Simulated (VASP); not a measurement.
A run of VASP 6.6.1 is set up as follows.

INCAR

```
SYSTEM = Zr2HS4
ALGO     = Normal         ! electronic algorithm
DIPOL    = 0.5 0.5 0.276
EDIFF    = 1E-6           ! SCF threshold, eV
ENCUT    = 400            ! plane-wave cutoff, eV
GGA      = PE             ! functional
GGA_COMPAT= .False.      
IDIPOL   = 3            
ISIF     = 2              ! what is computed and relaxed
ISMEAR   = 0              ! smearing method
IVDW     = 12             ! dispersion correction
LASPH    = .True.         ! aspherical terms in the spheres
LCHARG   = .False.        ! write CHGCAR
LDIPOL   = .True.       
LREAL    = .False.        ! projectors in reciprocal space
LWAVE    = .False.        ! write WAVECAR
NBANDS   = 62             ! bands
NELM     = 120            ! most SCF steps
NELMDL   = -8           
PREC     = Accurate       ! precision mode
SIGMA    = 0.05           ! smearing width, eV
```

The input KPOINTS:

```
k-points
0
Gamma
  6 6 1
  0 0 0
```

Contents of POSCAR:

```
Zr2HS4
1.0
    7.2976778227      0.0000000000      0.0000000000
   -3.6488389114      6.3199743831      0.0000000000
    0.0000000000      0.0000000000     20.9171506047
S Zr H
8 4 2
Direct
    0.3333333333      0.1666666667      0.1912306354
    0.3333333333      0.6666666667      0.1912306354
    0.8333333333      0.1666666667      0.1912306354
    0.8333333333      0.6666666667      0.1912306354
    0.1666666667      0.3333333333      0.3306927762
    0.1666666667      0.8333333333      0.3306927762
    0.6666666667      0.3333333333      0.3306927762
    0.6666666667      0.8333333333      0.3306927762
    0.0000000000      0.0000000000      0.2609617058
    0.0000000000      0.5000000000      0.2609617058
    0.5000000000      0.0000000000      0.2609617058
    0.5000000000      0.5000000000      0.2609617058
    0.3575287687      0.7150575375      0.3675046736
    0.4758045646      0.9516091292      0.3675046736
```

Potentials or basis: VASP PAW PBE potentials, release 64 (S, Zr_sv, H).

Command:

```console
$ cat potpaw_PBE.64/S/POTCAR potpaw_PBE.64/Zr_sv/POTCAR potpaw_PBE.64/H/POTCAR > POTCAR
$ mpirun -np 1 vasp_std > vasp.out
```

Task: Predict the band gap on the k mesh.

Result: 0.26 eV (least direct gap 0.38 eV).

Task: Estimate the dispersion energy per atom.

Result: -0.226 eV.

Task: Predict the largest force.

Result: 1.658 eV/Å.

Forces in eV/Å, atoms in the order of the input:
```
S    0.044 -0.152  0.120
S    0.000 -0.030 -0.048
S   -0.044 -0.152  0.120
S    0.000 -0.045 -0.146
S    0.000  0.301  0.605
S   -1.116 -0.567  0.084
S    0.000  0.164  0.281
S    1.116 -0.567  0.084
Zr   0.000 -0.050 -0.519
Zr  -0.194  0.252 -0.310
Zr   0.000  0.274 -0.248
Zr   0.194  0.252 -0.310
H    0.000  1.641  0.237
H    0.000 -1.320  0.049
```
